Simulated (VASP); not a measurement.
**CO2: electric field gradients with PBE**

Crystal: CO2.

```
CELL_PARAMETERS angstrom
0.00000 6.11100 4.28500
4.34410 0.00000 4.28500
4.34410 6.11100 0.00000
ATOMIC_POSITIONS crystal
C 0.30699 0.94301 0.05699
C 0.80699 0.44301 0.55699
C 0.19301 0.55699 0.94301
C 0.69301 0.05699 0.44301
C 0.69301 0.05699 0.94301
C 0.19301 0.55699 0.44301
C 0.30699 0.94301 0.55699
C 0.80699 0.44301 0.05699
O 0.26082 0.12373 0.10829
O 0.76082 0.62373 0.60829
O 0.37373 0.51082 0.75716
O 0.87373 0.01082 0.25716
O 0.00716 0.60829 0.12373
O 0.50716 0.10829 0.62373
O 0.85829 0.25716 0.51082
O 0.35829 0.75716 0.01082
O 0.23918 0.37627 0.39171
O 0.73918 0.87627 0.89171
O 0.12627 0.98918 0.74284
O 0.62627 0.48918 0.24284
O 0.49284 0.89171 0.37627
O 0.99284 0.39171 0.87627
O 0.64171 0.24284 0.98918
O 0.14171 0.74284 0.48918
```

```
Program                : VASP 6.6.1
Task                   : electric field gradients
Functional             : PBE
Potentials or basis    : VASP PAW PBE potentials, release 64 (C, O)
Cutoff                 : 520 eV
k mesh                 : 4 × 4 × 4
Occupations            : gaussian, width 0.01 eV
Spin                   : no spin polarisation
Dipole correction      : no
Further INCAR settings : LREAL = Auto; ALGO = Normal; EDIFF = 1e-08; NBANDS = 82
```

The pressure is 22.7 GPa, the largest force is 0.686 eV/Å and the band gap on the k mesh is 6.97 eV.

Forces on the atoms (eV/Å):
```
C    0.000 -0.045  0.000
C    0.000 -0.045  0.000
C    0.000  0.045  0.000
C    0.000  0.045  0.000
C    0.000  0.045  0.000
C    0.000  0.045  0.000
C    0.000 -0.045  0.000
C    0.000 -0.045  0.000
O    0.592  0.000  0.347
O    0.592  0.000  0.347
O   -0.592  0.000  0.347
O   -0.592  0.000  0.347
O    0.592  0.000 -0.347
O    0.592  0.000 -0.347
O   -0.592  0.000 -0.347
O   -0.592  0.000 -0.347
O   -0.592  0.000 -0.347
O   -0.592  0.000 -0.347
O    0.592  0.000 -0.347
O    0.592  0.000 -0.347
O   -0.592  0.000  0.347
O   -0.592  0.000  0.347
O    0.592  0.000  0.347
O    0.592  0.000  0.347
```

Stress tensor (GPa, compression positive):
```
21.91  0.00  0.00
 0.00 17.64  0.00
 0.00  0.00 28.60
```

Levels at points of the mesh, in eV from the valence-band top:
```
           k point  band 60  band 61  band 62  band 63  band 64  band 65  band 66  band 67  band 68  band 69
(0.00, 0.00, 0.00)    -0.23    -0.23    -0.23    -0.12    -0.08     7.08     7.44     7.56     7.56     7.56
(0.50, 0.00, 0.00)    -0.47    -0.19    -0.19    -0.13    -0.13     7.25     7.25     7.48     7.48     7.74
(0.50, 0.50, 0.00)    -0.37    -0.23    -0.23    -0.18    -0.18     7.34     7.34     7.35     7.35     7.37
(0.50, 0.00, 0.50)    -0.26    -0.20    -0.20    -0.20    -0.20     7.17     7.17     7.55     7.55     7.55
(0.00, 0.50, 0.50)    -0.31    -0.31    -0.31    -0.06    -0.06     7.42     7.42     7.42     7.42     7.45
```

Electric field gradients, principal values (V/Å²):
| atom | least | middle | greatest (by size) |
| --- | --- | --- | --- |
| 1 C | 24.764 | 26.205 | -50.969 |
| 2 C | 24.764 | 26.205 | -50.969 |
| 3 C | 24.763 | 26.204 | -50.967 |
| 4 C | 24.763 | 26.204 | -50.967 |
| 5 C | 24.764 | 26.205 | -50.969 |
| 6 C | 24.764 | 26.205 | -50.969 |
| 7 C | 24.763 | 26.204 | -50.967 |
| 8 C | 24.763 | 26.204 | -50.967 |
| 9 O | -29.150 | -38.775 | 67.925 |
| 10 O | -29.150 | -38.775 | 67.925 |
| 11 O | -29.150 | -38.773 | 67.923 |
| 12 O | -29.150 | -38.773 | 67.923 |
| 13 O | -29.150 | -38.774 | 67.924 |
| 14 O | -29.150 | -38.774 | 67.924 |
| 15 O | -29.149 | -38.774 | 67.923 |
| 16 O | -29.149 | -38.774 | 67.923 |
| 17 O | -29.150 | -38.775 | 67.925 |
| 18 O | -29.150 | -38.775 | 67.925 |
| 19 O | -29.150 | -38.773 | 67.923 |
| 20 O | -29.150 | -38.773 | 67.923 |
| 21 O | -29.150 | -38.774 | 67.924 |
| 22 O | -29.150 | -38.774 | 67.924 |
| 23 O | -29.149 | -38.774 | 67.923 |
| 24 O | -29.149 | -38.774 | 67.923 |

Wall time 7.2 min on 1 thread of Intel(R) Xeon(R) Platinum 8559C (Emerald Rapids) (shared host), peak memory 0.48 GiB.

Caveat: without QUAD_EFG the Cq values of the log hold for a quadrupole moment of 1 mb, not for the nuclei. A k mesh can miss the band edges.
